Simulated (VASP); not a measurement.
# SnBi2O5 (I4mm) in VASP: single point with PBE

Aim: the single point of SnBi2O5 with PBE.

All numbers are computed with VASP 6.6.1; they aren't measurements. Logs are shortened: lines on timing, memory, paths and dates and some standing lists are left out, and cuts for length are marked.

### 1 The cell of the first run

It takes space group I4mm (No. 107, tetragonal). The conventional cell has a = 5.582 Å, b = 5.582 Å, c = 10.183 Å, α = 90.00°, β = 90.00°, γ = 90.00°. Sn (site symmetry 4mm) has 5 O at 1.94 to 2.07 Å within 2.6 Å. Within 3.1 Å of Bi (site symmetry 2mm) lie 6 O at 2.25 to 3.04 Å. Within 2.7 Å of O (site symmetry m) lie 1 Sn at 2.07 Å and 2 Bi at 2.25 Å and 2 O at 2.66 Å. Within 2.6 Å of O (site symmetry 4mm) lie 1 Sn at 1.94 Å.

The cell was generated, and may not be a known phase.

### 2 Single point, PBE

File INCAR:

```
SYSTEM = SnBi2O5
ALGO = Normal ; EDIFF = 1E-6
ENCUT = 520 ; GGA = PE
ISIF = 2 ; ISMEAR = 0
LASPH = .TRUE. ; LCHARG = .TRUE.
LELF = .TRUE. ; LREAL = .FALSE.
LVHAR = .TRUE. ; LWAVE = .FALSE.
NBANDS = 47 ; NELM = 60
PREC = Accurate ; SIGMA = 0.02
```

File KPOINTS:

```
k-points
0
G
  8 8 8
  0 0 0
```

File POSCAR:

```
SnBi2O5
1.0
   -2.7908543461      2.7908543461      5.0913986400
    2.7908543461     -2.7908543461      5.0913986400
    2.7908543461      2.7908543461     -5.0913986400
Sn Bi O
1 2 5
Direct
    0.0324750417      0.0324750417      0.0000000000
    0.8406325018      0.3406325018      0.5000000000
    0.3406325018      0.8406325018      0.5000000000
    0.7087795679      0.1845564608      0.0000000000
    0.1845564608      0.1845564608      0.4757768929
    0.7087795679      0.7087795679      0.5242231071
    0.1845564608      0.7087795679      0.0000000000
    0.2225858774      0.2225858774      0.0000000000
```

Potentials or basis: VASP PAW PBE potentials, release 64 (Sn_d, Bi_d, O).

Run with:

```sh
$ cat potpaw_PBE.64/Sn_d/POTCAR potpaw_PBE.64/Bi_d/POTCAR potpaw_PBE.64/O/POTCAR > POTCAR
$ mpirun -np 1 vasp_std > vasp.out
```

OUTCAR:

```text
SYSTEM = SnBi2O5
   EDIFF = 1E-6
   ENCUT = 520
   GGA = PE
   ISIF = 2
   ISMEAR = 0
   LASPH = .TRUE.
   LREAL = .FALSE.
   NELM = 60
   PREC = Accurate

 ion  position               nearest neighbor table
   1  0.032  0.032  0.000-   8 1.94   5 2.07   6 2.07   7 2.07   4 2.07   3 3.41   2 3.41   2 3.41
                             3 3.41
   2  0.841  0.341  0.500-   5 2.25   6 2.25   7 2.25   4 2.25   1 3.41   1 3.41
   3  0.341  0.841  0.500-   4 2.25   5 2.25   6 2.25   7 2.25   1 3.41   1 3.41
   4  0.709  0.185  0.000-   1 2.07   2 2.25   3 2.25
   5  0.185  0.185  0.476-   1 2.07   2 2.25   3 2.25
   6  0.709  0.709  0.524-   1 2.07   2 2.25   3 2.25
   7  0.185  0.709  0.000-   1 2.07   3 2.25   2 2.25
   8  0.223  0.223  0.000-   1 1.94

  LATTYP: Found a body centered tetragonal cell.
 ALAT       =     5.5817086922
 C/A-ratio  =     1.8243154277

  Lattice vectors:

 A1 = (  -2.7908543461,   2.7908543461,   5.0913986400)
 A2 = (   2.7908543461,  -2.7908543461,   5.0913986400)
 A3 = (   2.7908543461,   2.7908543461,  -5.0913986400)

Analysis of symmetry for initial positions (statically):
=====================================================================
 Subroutine PRICEL returns:
 Original cell was already a primitive cell.

 Routine SETGRP: Setting up the symmetry group for a
 body centered tetragonal supercell.

 Subroutine GETGRP returns: Found  8 space group operations
 (whereof  8 operations were pure point group operations)
 out of a pool of 16 trial point group operations.

The static configuration has the point symmetry C_4v.

Analysis of symmetry for dynamics (positions and initial velocities):
=====================================================================
 Subroutine PRICEL returns:
 Original cell was already a primitive cell.

 Routine SETGRP: Setting up the symmetry group for a
 body centered tetragonal supercell.

 Subroutine GETGRP returns: Found  8 space group operations
 (whereof  8 operations were pure point group operations)
 out of a pool of 16 trial point group operations.

The dynamic configuration has the point symmetry C_4v.

 Subroutine INISYM returns: Found  8 space group operations
 (whereof  8 operations are pure point group operations),
 and found     1 'primitive' translations

----------------------------------------------------------------------------------------

                                     Primitive cell

  volume of cell :     158.6249

  direct lattice vectors                    reciprocal lattice vectors
    -2.790854346  2.790854346  5.091398640     0.000000000  0.179156609  0.098204842
     2.790854346 -2.790854346  5.091398640     0.179156609  0.000000000  0.098204842
     2.790854346  2.790854346 -5.091398640     0.179156609  0.179156609  0.000000000

  length of vectors
     6.442055268  6.442055268  6.442055268     0.204306832  0.204306832  0.253365706

  position of ions in fractional coordinates (direct lattice)
     0.032475042  0.032475042  0.000000000
     0.840632502  0.340632502  0.500000000
     0.340632502  0.840632502  0.500000000
     0.708779568  0.184556461  0.000000000
     0.184556461  0.184556461  0.475776893
     0.708779568  0.708779568  0.524223107
     0.184556461  0.708779568  0.000000000
     0.222585877  0.222585877  0.000000000

  ion indices of the primitive-cell ions
   primitive index   ion index
                 1           1
                 2           2
                 3           3
                 4           4
                 5           5
                 6           6
                 7           7
                 8           8

----------------------------------------------------------------------------------------

 KPOINTS: k-points

Automatic generation of k-mesh.
 Grid dimensions read from file:
 generate k-points for:    8    8    8

 Generating k-lattice:

  Cartesian coordinates                     Fractional coordinates (reciprocal lattice)
     0.000000000  0.022394576  0.012275605     0.125000000  0.000000000  0.000000000
     0.022394576  0.000000000  0.012275605     0.000000000  0.125000000  0.000000000
     0.022394576  0.022394576  0.000000000     0.000000000  0.000000000  0.125000000

  Length of vectors
     0.025538354  0.025538354  0.031670713

  Shift w.r.t. Gamma in fractional coordinates (k-lattice)
     0.000000000  0.000000000  0.000000000

 Subroutine IBZKPT returns following result:
 ===========================================

 Found     59 irreducible k-points:

 Following reciprocal coordinates:
            Coordinates               Weight
  0.000000  0.000000  0.000000      1.000000
  0.125000 -0.000000  0.000000      8.000000
  0.250000 -0.000000  0.000000      8.000000
  0.375000 -0.000000  0.000000      8.000000
  0.500000 -0.000000  0.000000      4.000000
  0.125000  0.125000  0.000000      8.000000
[... 16 lines left out ...]
  0.250000  0.125000  0.125000     16.000000
  0.375000  0.125000  0.125000      8.000000
 [... further k-points ...]
   k-points           NKPTS =     59   k-points in BZ     NKDIM =     59   number of bands    NBANDS=     47
   number of dos      NEDOS =    301   number of ions     NIONS =      8
   total plane-waves  NPLWV = 110592
   dimension x,y,z NGX =    48 NGY =   48 NGZ =   48
   dimension x,y,z NGXF=    96 NGYF=   96 NGZF=   96
   ions per type =               1   2   5
   NGX,Y,Z   is equivalent  to a cutoff of  12.39, 12.39, 12.39 a.u.
   NGXF,Y,Z  is equivalent  to a cutoff of  24.77, 24.77, 24.77 a.u.
 SYSTEM =  SnBi2O5
   PREC   = accura    normal or accurate (medium, high low for compatibility)
   ISTART =      0    job   : 0-new  1-cont  2-samecut
   ICHARG =      2    charge: 1-file 2-atom 10-const
   ISPIN  =      1    spin polarized calculation?
   LNONCOLLINEAR =      F non collinear calculations
   LSORBIT =      F    spin-orbit coupling
   LASPH  =      T    aspherical Exc in radial PAW
   ENCUT  =  520.0 eV  38.22 Ry    6.18 a.u.  11.98 11.98 11.98*2*pi/ulx,y,z
   NELM   =     60;   NELMIN=  2; NELMDL= -5     # of ELM steps
   EDIFF  = 0.1E-05   stopping-criterion for ELM
   LREAL  =      F    real-space projection
   EDIFFG = 0.1E-04   stopping-criterion for IOM
   NSW    =      0    number of steps for IOM
   IBRION =     -1    ionic relax: 0-MD 1-quasi-New 2-CG
   NFREE  =      0    steps in history (QN), initial steepest desc. (CG)
   ISIF   =      2    stress and relaxation
   ISYM   =      2    0-nonsym 1-usesym 2-fastsym
   POTIM  = 0.5000    time-step for ionic-motion
   TEBEG  =    0.0;   TEEND  =   0.0 temperature during run
   PSTRESS=    0.0 pullay stress
   NELECT =      74.0000    total number of electrons
   NUPDOWN=      -1.0000    fix difference up-down
   EMIN   =  10.00;   EMAX   =-10.00  energy-range for DOS
   EFERMI =   0.00;   METHOD = LEGACY
   ISMEAR =     0;   SIGMA  =   0.02  broadening in eV -4-tet -1-fermi 0-gaus
   EFERMI_NEDOS =   21; number of points for ismear=-14 and -15
   IALGO  =     38    algorithm
   IMIX   =      4    mixing-type and parameters
     AMIX     =   0.40;   BMIX     =  1.00
     AMIX_MAG =   1.60;   BMIX_MAG =  1.00
  volume/ion in A,a.u.               =      19.83       133.81
  Fermi-wavevector in a.u.,A,eV,Ry     =   1.269682  2.399351 21.933845  1.612092
  Thomas-Fermi vector in A             =   2.402710
   LORBIT       =      0    0 simple, 1 ext, 2 COOP (PROOUT), +10 PAW based schemes
   GGA     = PE    functional components
   LHFCALC =     F    Hartree Fock is set to
   AEXX    =    0.0000 exact exchange contribution
   IVDW    =     0    specifies the selected vdW correction
   LEPSILON=     F    determine dielectric tensor
   LRPA    =     F    only Hartree local field effects (RPA)
 non-spin polarized calculation
 Gauss-broadening in eV      SIGMA  =   0.02
  energy-cutoff  :      520.00
  volume of cell :      158.62
 maximum number of plane-waves:      4315
   NGX = 23   NGY = 23   NGZ = 23

 number of electron      74.0000003 magnetization

 Free energy of the ion-electron system (eV)
  ---------------------------------------------------
  ext. energy  EPLUGINS =         0.00000000
  ---------------------------------------------------
  free energy    TOTEN  =       -46.00829750 eV

  energy without entropy =      -46.00829750  energy(sigma->0) =      -46.00829750

 E-fermi :   2.8922     XC(G=0):  -8.8467

 val. band max:        2.7460653417   @ k =   0.5000   0.5000   0.0000
 cond. band min:       4.3509212859   @ k =   0.5000   0.5000   0.5000
 fundamental gap:      1.6048559441
 Fermi energy:         2.8922443823

 k-point     1 :       0.0000    0.0000    0.0000
  band No.  band energies     occupation
      1     -19.3465      2.00000
      2     -19.3148      2.00000
      3     -19.3148      2.00000
      4     -19.2243      2.00000
      5     -19.1776      2.00000
      6     -19.1776      2.00000
[... 39 lines left out ...]
     46      10.4796      0.00000
     47      11.0038      0.00000

 k-point     2 :       0.1250   -0.0000    0.0000
  band No.  band energies     occupation
      1     -19.3446      2.00000
      2     -19.3129      2.00000
      3     -19.3114      2.00000
      4     -19.2238      2.00000
      5     -19.1805      2.00000
      6     -19.1782      2.00000
[... 39 lines left out ...]
     46      10.6067      0.00000
     47      10.9918      0.00000

 k-point     3 :       0.2500   -0.0000    0.0000
  band No.  band energies     occupation
      1     -19.3408      2.00000
      2     -19.3079      2.00000
      3     -19.3013      2.00000
      4     -19.2228      2.00000
      5     -19.1863      2.00000
      6     -19.1795      2.00000
[... 39 lines left out ...]
     46      10.7776      0.00000
     47      10.9818      0.00000

 k-point     4 :       0.3750   -0.0000    0.0000
  band No.  band energies     occupation
      1     -19.3379      2.00000
      2     -19.3022      2.00000
      3     -19.2877      2.00000
      4     -19.2228      2.00000
      5     -19.1910      2.00000
      6     -19.1811      2.00000
[... 939 lines left out ...]
     46      10.8266      0.00000
     47      11.1326      0.00000

 k-point    23 :       0.2500    0.1250    0.1250
  band No.  band energies     occupation
      1     -19.3461      2.00000
      2     -19.2884      2.00000
      3     -19.2816      2.00000
      4     -19.2343      2.00000
      5     -19.2054      2.00000
      6     -19.1781      2.00000
[... 39 lines left out ...]
     46      10.9501      0.00000
     47      11.2337      0.00000

 k-point    24 :       0.3750    0.1250    0.1250
  band No.  band energies     occupation
      1     -19.3467      2.00000
      2     -19.2840      2.00000
      3     -19.2776      2.00000
      4     -19.2366      2.00000
      5     -19.2111      2.00000
      6     -19.1746      2.00000
[... 39 lines left out ...]
     46      10.7193      0.00000
     47      11.4460      0.00000

 [... further k-points ...]

------------------------ aborting loop because EDIFF is reached ----------------------------------------

  FORCE on cell =-STRESS in cart. coord.  units (eV):
  Direction    XX          YY          ZZ          XY          YZ          ZX
  --------------------------------------------------------------------------------------
  -------------------------------------------------------------------------------------
  Total        0.2359012      0.2359012      0.2809484      0.0000000      0.0000000      0.0000000
  in kB        2.3826993      2.3826993      2.8376945      0.0000000      0.0000000      0.0000000
  external PRESSURE =       2.5343644 kB  Pullay stress =       0.0000000 kB

 VOLUME and BASIS-vectors are now :
 -----------------------------------------------------------------------------
  energy-cutoff  :      520.00
  volume of cell :      158.62
      direct lattice vectors                 reciprocal lattice vectors
    -2.790854346  2.790854346  5.091398640     0.000000000  0.179156609  0.098204842
     2.790854346 -2.790854346  5.091398640     0.179156609  0.000000000  0.098204842
     2.790854346  2.790854346 -5.091398640     0.179156609  0.179156609  0.000000000

 POSITION                                       TOTAL-FORCE (eV/Angst)
 -----------------------------------------------------------------------------------
      0.00000      0.00000      0.33069        -0.000000      0.000000      0.013222
     -0.00000      2.79085      3.46859        -0.000000      0.000000     -0.057442
      2.79085     -0.00000      3.46859        -0.000000      0.000000     -0.057442
     -1.46303      1.46303      4.54833         0.020486     -0.020486      0.003566
      1.32782      1.32782     -0.54307         0.020486      0.020486      0.003566
      1.46303      1.46303      4.54833        -0.020486     -0.020486      0.003566
      1.46303     -1.46303      4.54833        -0.020486      0.020486      0.003566
      0.00000      0.00000      2.26655        -0.000000      0.000000      0.087397
 -----------------------------------------------------------------------------------
    total drift:                               -0.000000     -0.000000      0.000835

  FREE ENERGIE OF THE ION-ELECTRON SYSTEM (eV)
  ---------------------------------------------------
  free  energy   TOTEN  =       -46.0082975017 eV

  energy  without entropy=      -46.0082975017  energy(sigma->0) =      -46.00829750
```

It took 5.5 min on 1 thread of Intel Xeon 6975P-C (Granite Rapids), shared host; peak memory 0.56 GiB.

What came out:

- Free energy: -46.0083 eV
- Pressure: 0.3 GPa
- Largest force: 0.087 eV/Å
- Band gap on the k mesh: 1.60 eV (least direct gap 1.67 eV)

Forces in eV/Å, atoms in the order of the input:
```
Sn   0.000  0.000  0.013
Bi   0.000  0.000 -0.057
Bi   0.000  0.000 -0.057
O    0.020 -0.020  0.004
O    0.020  0.020  0.004
O   -0.020 -0.020  0.004
O   -0.020  0.020  0.004
O    0.000  0.000  0.087
```

Levels at points of the mesh, in eV from the valence-band top:
| k point | band 34 | band 35 | band 36 | band 37 | band 38 | band 39 | band 40 | band 41 |
| --- | --- | --- | --- | --- | --- | --- | --- | --- |
| (0.00, 0.00, 0.00) | -0.77 | -0.48 | -0.48 | -0.06 | 2.29 | 4.14 | 4.65 | 4.65 |
| (0.50, 0.00, 0.00) | -0.64 | -0.53 | -0.42 | -0.20 | 3.29 | 3.72 | 4.41 | 4.59 |
| (0.50, 0.50, 0.00) | -1.21 | -0.83 | -0.10 | 0.00 | 3.07 | 4.28 | 4.37 | 4.89 |
| (0.50, 0.50, 0.50) | -0.77 | -0.76 | -0.76 | -0.06 | 1.60 | 4.31 | 4.31 | 4.91 |

Caveat: spin-orbit coupling is left out, which moves the levels of the heavy elements. A k mesh can miss the band edges.
